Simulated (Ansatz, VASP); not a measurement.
# Na: VASP beside Ansatz

```
Na
1.0
     3.70038    0.00000    0.00000
    -1.85019    3.20463    0.00000
     0.00000    0.00000   12.53732
Na
4
Direct
  0.67684 0.35248 0.75320
  0.00558 0.99889 0.49961
  0.33574 0.67800 0.25136
  0.00536 0.99342 0.00136
```

Change from the starting cell: atoms moved at random, drawn with an rms of 0.05 Å.

Alike in both runs: task single point; functional PBEsol; k mesh 8 × 8 × 3; occupations fermi-dirac, width 0.05 eV; no spin polarisation.

```csv
,VASP,Ansatz
version,VASP 6.6.1,Ansatz 0.2.0
potentials or method,"VASP PAW PBE potentials, release 64 (Na_pv), cutoff 520 eV","all-electron LAPW, scalar-relativistic"
```

```tsv
	VASP	Ansatz	Ansatz less VASP
gap on the k mesh at the Fermi level (eV)	none	none	-
pressure (GPa)	-0.1	-0.1	+0.01
traceless stress, the component that is largest in VASP (GPa)	-0.64	-0.63	+0.001
rms of the force components (eV/Å)	0.010	0.010	0.0000
```

VASP's potentials were made for PBE, not for PBEsol. Atom by atom the forces differ by 0.000 eV/Å (rms over components). A gap of «none» marks a metal or a gap that the smearing closes. Ansatz ran all-electron here, and VASP with PAW potentials.
